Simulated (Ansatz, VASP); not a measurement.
**Two plane-wave programs on Sc**

```
Sc
1.0
     0.00000    2.32445    2.32445
     2.32445    0.00000    2.32445
     2.32445    2.32445    0.00000
Sc
1
Direct
  0.50000 0.50000 0.50000
```

Alike in both runs: functional r2SCAN; k mesh 20 × 20 × 20; occupations gaussian, width 0.1 eV; no spin polarisation.

Ansatz relaxed the structure, and its values are those at the end. VASP's run is a single point on that final structure, the one shown.

```csv
,VASP,Ansatz
version,VASP 6.6.1,Ansatz 0.2.0
potentials or method,"VASP PAW PBE potentials, release 64 (Sc_sv), cutoff 520 eV","scalar-relativistic, plane waves, PAW"
valence electrons in the cell,11,11
```

```csv
,VASP,Ansatz,Ansatz less VASP
gap on the k mesh at the Fermi level (eV),none,none,-
pressure (GPa),0.2,0.0,-0.18
```

VASP's potentials were made for PBE, not for r2SCAN. A gap of «none» marks a metal or a gap that the smearing closes.
